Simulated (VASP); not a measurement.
# Ta (I4/mmm) in VASP: notebook

The runs below take Ta through single point, with PBEsol.

All numbers are computed with VASP 6.6.1; they aren't measurements. Logs are shortened: lines on timing, memory, paths and dates and some standing lists are left out, and cuts for length are marked.

## (1) The cell of the first run

The structure is tetragonal, space group I4/mmm (No. 139). Conventional cell: a = 3.567 Å, b = 3.567 Å, c = 3.170 Å, α = 90.00°, β = 90.00°, γ = 90.00°. Ta (site symmetry 4/mmm) has 14 Ta at 2.98 to 3.57 Å within 3.9 Å.

## (2) Single point, PBEsol (strain +0.080 along x and y, -0.040 along z)

The input, INCAR:

```
SYSTEM = Ta
PREC     = Accurate       ! precision mode
ENCUT    = 520            ! plane-wave cutoff, eV
EDIFF    = 1E-6           ! SCF threshold, eV
ISMEAR   = 0              ! smearing method
SIGMA    = 0.15           ! smearing width, eV
LREAL    = .False.        ! projectors in reciprocal space
LASPH    = .True.         ! aspherical terms in the spheres
NELM     = 100            ! most SCF steps
ALGO     = Fast           ! electronic algorithm
ISIF     = 2              ! what is computed and relaxed
LWAVE    = .False.        ! write WAVECAR
LCHARG   = .False.        ! write CHGCAR
GGA      = PS             ! functional
NBANDS   = 12             ! bands
```

The input, KPOINTS:

```
regular mesh
0
Gamma
  20 20 20
  0 0 0
```

The input, POSCAR:

```
Ta
1.0
   -1.7833824000      1.7833824000      1.5852288000
    1.7833824000     -1.7833824000      1.5852288000
    1.7833824000      1.7833824000     -1.5852288000
Ta
1
Direct
    0.0000000000      0.0000000000      0.0000000000
```

Potentials or basis: VASP PAW PBE potentials, release 64 (Ta_pv).

The run is started by

```bash
> cat potpaw_PBE.64/Ta_pv/POTCAR > POTCAR
> mpirun -np 1 vasp_std > vasp.out
```

OUTCAR:

```text
SYSTEM = Ta
   PREC = Accurate
   ENCUT = 520
   EDIFF = 1E-6
   ISMEAR = 0
   LREAL = .False.
   LASPH = .True.
   NELM = 100
   ISIF = 2
   GGA = PS

 ion  position               nearest neighbor table
   1  0.000  0.000  0.000-

  LATTYP: Found a body centered tetragonal cell.
 ALAT       =     3.5667648000
 C/A-ratio  =     0.8888888889

  Lattice vectors:

 A1 = (  -1.7833824000,   1.7833824000,   1.5852288000)
 A2 = (   1.7833824000,  -1.7833824000,   1.5852288000)
 A3 = (   1.7833824000,   1.7833824000,  -1.5852288000)

Analysis of symmetry for initial positions (statically):
=====================================================================
 Subroutine PRICEL returns:
 Original cell was already a primitive cell.

 Routine SETGRP: Setting up the symmetry group for a
 body centered tetragonal supercell.

 Subroutine GETGRP returns: Found 16 space group operations
 (whereof 16 operations were pure point group operations)
 out of a pool of 16 trial point group operations.

The static configuration has the point symmetry D_4h.

Analysis of symmetry for dynamics (positions and initial velocities):
=====================================================================
 Subroutine PRICEL returns:
 Original cell was already a primitive cell.

 Routine SETGRP: Setting up the symmetry group for a
 body centered tetragonal supercell.

 Subroutine GETGRP returns: Found 16 space group operations
 (whereof 16 operations were pure point group operations)
 out of a pool of 16 trial point group operations.

The dynamic configuration has the point symmetry D_4h.

 Subroutine INISYM returns: Found 16 space group operations
 (whereof 16 operations are pure point group operations),
 and found     1 'primitive' translations

----------------------------------------------------------------------------------------

                                     Primitive cell

  volume of cell :      20.1670

  direct lattice vectors                    reciprocal lattice vectors
    -1.783382400  1.783382400  1.585228800     0.000000000  0.280366118  0.315411882
     1.783382400 -1.783382400  1.585228800     0.280366118  0.000000000  0.315411882
     1.783382400  1.783382400 -1.585228800     0.280366118  0.280366118  0.000000000

  length of vectors
     2.978901797  2.978901797  2.978901797     0.422006890  0.422006890  0.396497566

  position of ions in fractional coordinates (direct lattice)
     0.000000000  0.000000000  0.000000000

  ion indices of the primitive-cell ions
   primitive index   ion index
                 1           1

----------------------------------------------------------------------------------------

 KPOINTS: regular mesh

Automatic generation of k-mesh.
 Grid dimensions read from file:
 generate k-points for:   20   20   20

 Generating k-lattice:

  Cartesian coordinates                     Fractional coordinates (reciprocal lattice)
     0.000000000  0.014018306  0.015770594     0.050000000  0.000000000 -0.000000000
     0.014018306  0.000000000  0.015770594     0.000000000  0.050000000 -0.000000000
     0.014018306  0.014018306  0.000000000     0.000000000  0.000000000  0.050000000

  Length of vectors
     0.021100345  0.021100345  0.019824878

  Shift w.r.t. Gamma in fractional coordinates (k-lattice)
     0.000000000  0.000000000  0.000000000

 Subroutine IBZKPT returns following result:
 ===========================================

 Found    641 irreducible k-points:

 Following reciprocal coordinates:
            Coordinates               Weight
  0.000000  0.000000  0.000000      1.000000
  0.050000  0.000000 -0.000000      8.000000
  0.100000  0.000000 -0.000000      8.000000
  0.150000  0.000000 -0.000000      8.000000
  0.200000  0.000000 -0.000000      8.000000
  0.250000  0.000000  0.000000      8.000000
[... 16 lines left out ...]
 -0.400000  0.050000  0.000000     16.000000
 -0.350000  0.050000  0.000000     16.000000
 [... further k-points ...]
   k-points           NKPTS =    641   k-points in BZ     NKDIM =    641   number of bands    NBANDS=     12
   number of dos      NEDOS =    301   number of ions     NIONS =      1
   total plane-waves  NPLWV =  13824
   dimension x,y,z NGX =    24 NGY =   24 NGZ =   24
   dimension x,y,z NGXF=    48 NGYF=   48 NGZF=   48
   ions per type =               1
   NGX,Y,Z   is equivalent  to a cutoff of  13.39, 13.39, 13.39 a.u.
   NGXF,Y,Z  is equivalent  to a cutoff of  26.79, 26.79, 26.79 a.u.
 SYSTEM =  Ta
   PREC   = accura    normal or accurate (medium, high low for compatibility)
   ISTART =      0    job   : 0-new  1-cont  2-samecut
   ICHARG =      2    charge: 1-file 2-atom 10-const
   ISPIN  =      1    spin polarized calculation?
   LNONCOLLINEAR =      F non collinear calculations
   LSORBIT =      F    spin-orbit coupling
   LASPH  =      T    aspherical Exc in radial PAW
   ENCUT  =  520.0 eV  38.22 Ry    6.18 a.u.   5.54  5.54  5.54*2*pi/ulx,y,z
   NELM   =    100;   NELMIN=  2; NELMDL= -5     # of ELM steps
   EDIFF  = 0.1E-05   stopping-criterion for ELM
   LREAL  =      F    real-space projection
   EDIFFG = 0.1E-04   stopping-criterion for IOM
   NSW    =      0    number of steps for IOM
   IBRION =     -1    ionic relax: 0-MD 1-quasi-New 2-CG
   NFREE  =      0    steps in history (QN), initial steepest desc. (CG)
   ISIF   =      2    stress and relaxation
   ISYM   =      2    0-nonsym 1-usesym 2-fastsym
   POTIM  = 0.5000    time-step for ionic-motion
   TEBEG  =    0.0;   TEEND  =   0.0 temperature during run
   PSTRESS=    0.0 pullay stress
   NELECT =      11.0000    total number of electrons
   NUPDOWN=      -1.0000    fix difference up-down
   EMIN   =  10.00;   EMAX   =-10.00  energy-range for DOS
   EFERMI =   0.00;   METHOD = LEGACY
   ISMEAR =     0;   SIGMA  =   0.15  broadening in eV -4-tet -1-fermi 0-gaus
   EFERMI_NEDOS =   21; number of points for ismear=-14 and -15
   IALGO  =     68    algorithm
   IMIX   =      4    mixing-type and parameters
     AMIX     =   0.40;   BMIX     =  1.00
     AMIX_MAG =   1.60;   BMIX_MAG =  1.00
  volume/ion in A,a.u.               =      20.17       136.09
  Fermi-wavevector in a.u.,A,eV,Ry     =   1.337597  2.527693 24.343093  1.789167
  Thomas-Fermi vector in A             =   2.466134
   LORBIT       =      0    0 simple, 1 ext, 2 COOP (PROOUT), +10 PAW based schemes
   GGA     = PS    functional components
   LHFCALC =     F    Hartree Fock is set to
   AEXX    =    0.0000 exact exchange contribution
   IVDW    =     0    specifies the selected vdW correction
   LEPSILON=     F    determine dielectric tensor
   LRPA    =     F    only Hartree local field effects (RPA)
 non-spin polarized calculation
 RMM-DIIS sequential band-by-band and
 Gauss-broadening in eV      SIGMA  =   0.15
  energy-cutoff  :      520.00
  volume of cell :       20.17
 maximum number of plane-waves:       566
 NGX is ok and might be reduce to    24
   NGX = 11   NGY = 11   NGZ = 11

 number of electron      10.9999999 magnetization

 Free energy of the ion-electron system (eV)
  ---------------------------------------------------
  ext. energy  EPLUGINS =         0.00000000
  ---------------------------------------------------
  free energy    TOTEN  =       -12.34418154 eV

  energy without entropy =      -12.32757835  energy(sigma->0) =      -12.33587994

 E-fermi :   4.5000     XC(G=0): -12.1570

 val. band max:        4.4995267173   @ k =  -0.3500   0.4500   0.0500
 cond. band min:       4.5009451397   @ k =  -0.1500   0.2500   0.1500
 fundamental gap:      0.0014184224
 Fermi energy:         4.5000465735

 k-point     1 :       0.0000    0.0000    0.0000
  band No.  band energies     occupation
      1     -29.0241      2.00000
      2     -29.0241      2.00000
      3     -29.0022      2.00000
      4      -3.0311      2.00000
      5       4.3574      1.82147
      6       5.7373      0.00000
      7       5.7373      0.00000
      8       6.9771      0.00000
      9       8.8267      0.00000
     10      18.3799      0.00000
     11      18.3799      0.00000
     12      20.5183      0.00000

 k-point     2 :       0.0500    0.0000   -0.0000
  band No.  band energies     occupation
      1     -29.0379      2.00000
      2     -29.0311      2.00000
      3     -29.0111      2.00000
      4      -2.9279      2.00000
      5       4.3837      1.72716
      6       5.6978      0.00000
      7       5.7281      0.00000
      8       6.9905      0.00000
      9       8.7355      0.00000
     10      18.5734      0.00000
     11      18.5783      0.00000
     12      20.5922      0.00000

 k-point     3 :       0.1000    0.0000   -0.0000
  band No.  band energies     occupation
      1     -29.0956      2.00000
      2     -29.0511      2.00000
      3     -29.0189      2.00000
      4      -2.6251      2.00000
      5       4.4059      1.62526
      6       5.5512      0.00000
      7       5.7721      0.00000
      8       7.0608      0.00000
      9       8.5204      0.00000
     10      19.0749      0.00000
     11      19.1350      0.00000
     12      20.7477      0.00000
[... 286 lines left out ...]
 k-point    23 :      -0.4000    0.0500    0.0000
  band No.  band energies     occupation
      1     -29.7049      2.00000
      2     -29.2652      2.00000
      3     -29.0651      2.00000
      4       0.4609      2.00000
      5       3.1040      2.00000
      6       4.7340      0.02738
      7       8.0149      0.00000
      8       8.8290      0.00000
      9       9.7713      0.00000
     10      15.8709      0.00000
     11      17.7873      0.00000
     12      20.6179      0.00000

 k-point    24 :      -0.3500    0.0500    0.0000
  band No.  band energies     occupation
      1     -29.6072      2.00000
      2     -29.2298      2.00000
      3     -29.0570      2.00000
      4       0.0949      2.00000
      5       3.3363      2.00000
      6       4.4131      1.58787
      7       8.0735      0.00000
      8       8.3013      0.00000
      9       8.8586      0.00000
     10      16.7620      0.00000
     11      18.6940      0.00000
     12      19.2885      0.00000

 [... further k-points ...]

------------------------ aborting loop because EDIFF is reached ----------------------------------------

  FORCE on cell =-STRESS in cart. coord.  units (eV):
  Direction    XX          YY          ZZ          XY          YZ          ZX
  --------------------------------------------------------------------------------------
  -------------------------------------------------------------------------------------
  Total       -2.7500116     -2.7500116     -2.2035599      0.0000000      0.0000000      0.0000000
  in kB     -218.4762371   -218.4762371   -175.0630745      0.0000000      0.0000000      0.0000000
  external PRESSURE =    -204.0051829 kB  Pullay stress =       0.0000000 kB

 VOLUME and BASIS-vectors are now :
 -----------------------------------------------------------------------------
  energy-cutoff  :      520.00
  volume of cell :       20.17
      direct lattice vectors                 reciprocal lattice vectors
    -1.783382400  1.783382400  1.585228800     0.000000000  0.280366118  0.315411882
     1.783382400 -1.783382400  1.585228800     0.280366118  0.000000000  0.315411882
     1.783382400  1.783382400 -1.585228800     0.280366118  0.280366118  0.000000000

 POSITION                                       TOTAL-FORCE (eV/Angst)
 -----------------------------------------------------------------------------------
      0.00000      0.00000      0.00000         0.000000      0.000000      0.000000
 -----------------------------------------------------------------------------------
    total drift:                               -0.000000      0.000000      0.000000

  FREE ENERGIE OF THE ION-ELECTRON SYSTEM (eV)
  ---------------------------------------------------
  free  energy   TOTEN  =       -12.3441815433 eV

  energy  without entropy=      -12.3275783462  energy(sigma->0) =      -12.33587994
```

Run time: 2.6 min. Hardware: 1 thread of Intel Xeon 8259CL, shared host; peak memory 0.27 GiB.

Results:

| Property | Result |
| --- | --- |
| Free energy | -12.3442 eV |
| Pressure | -20.4 GPa |
| Band gap on the k mesh | zero (an odd number of electrons rules out a gap without spin polarisation) |

Levels at points of the mesh, in eV from the Fermi level:
| k point | band 1 | band 2 | band 3 | band 4 | band 5 | band 6 | band 7 | band 8 | band 9 | band 10 |
| --- | --- | --- | --- | --- | --- | --- | --- | --- | --- | --- |
| (0.00, 0.00, 0.00) | -33.52 | -33.52 | -33.50 | -7.53 | -0.14 | 1.24 | 1.24 | 2.48 | 4.33 | 13.88 |
| (0.50, 0.00, 0.00) | -34.33 | -33.80 | -33.57 | -3.90 | -1.69 | 1.43 | 3.33 | 5.22 | 6.62 | 10.12 |
| (0.50, 0.50, 0.00) | -34.33 | -33.71 | -33.49 | -4.09 | -0.28 | 0.65 | 2.19 | 3.70 | 6.50 | 9.52 |
| (0.50, 0.50, 0.50) | -34.14 | -34.14 | -33.94 | -3.36 | -3.14 | 5.81 | 5.81 | 6.21 | 6.70 | 6.70 |

Caveat: the cell differs from its parent crystal (strain +0.080 along x and y, -0.040 along z); the cell stands under tension; the PAW data sets were made with another functional, which shifts forces and pressure a little; spin-orbit coupling is left out, which moves the levels of the heavy elements.

## (3) Single point, PBEsol (strain +0.080 along x and y, +0.000 along z)

The input, INCAR:

```
SYSTEM = Ta
  ALGO = Fast
  EDIFF = 1E-6
  ENCUT = 520
  GGA = PS
  ISIF = 2
  ISMEAR = 0
  LASPH = .True.
  LCHARG = .False.
  LREAL = .False.
  LWAVE = .False.
  NBANDS = 12
  NELM = 100
  PREC = Accurate
  SIGMA = 0.15
```

The input, KPOINTS:

```
k-points
0
Gamma
  20 20 20
  0 0 0
```

The input, POSCAR:

```
Ta
1.0
   -1.7833824000      1.7833824000      1.6512800000
    1.7833824000     -1.7833824000      1.6512800000
    1.7833824000      1.7833824000     -1.6512800000
Ta
1
Direct
    0.0000000000      0.0000000000      0.0000000000
```

Potentials or basis: VASP PAW PBE potentials, release 64 (Ta_pv).

The run is started by

```bash
> cat potpaw_PBE.64/Ta_pv/POTCAR > POTCAR
> mpirun -np 1 vasp_std > vasp.out
```

It took 2.6 min on 1 thread of Intel Xeon 8259CL, shared host; peak memory 0.27 GiB.

The run converged. Its results:

```yaml
Free_energy: -12.2375 eV
Pressure: -25.5 GPa
Band_gap_on_the_k_mesh: zero (an odd number of electrons rules out a gap without spin polarisation)
```

Stress tensor (GPa, compression positive):
```
-26.67   0.00   0.00
  0.00 -26.67   0.00
  0.00   0.00 -23.04
```

Levels at points of the mesh, in eV from the Fermi level:
| k point | band 2 | band 3 | band 4 | band 5 | band 6 | band 7 | band 8 | band 9 |
| --- | --- | --- | --- | --- | --- | --- | --- | --- |
| (0.00, 0.00, 0.00) | -33.67 | -33.65 | -7.35 | 0.15 | 0.99 | 0.99 | 2.79 | 3.91 |
| (0.50, 0.00, 0.00) | -33.91 | -33.68 | -3.75 | -1.45 | 1.20 | 3.27 | 4.58 | 6.35 |
| (0.50, 0.50, 0.00) | -33.85 | -33.64 | -3.87 | -0.58 | 0.72 | 2.50 | 3.72 | 6.23 |
| (0.50, 0.50, 0.50) | -34.19 | -34.08 | -3.10 | -2.95 | 5.54 | 5.54 | 5.80 | 6.74 |

Caveat: the cell differs from its parent crystal (strain +0.080 along x and y, +0.000 along z); the cell stands under tension; the PAW data sets were made with another functional, which shifts forces and pressure a little; spin-orbit coupling is left out, which moves the levels of the heavy elements.
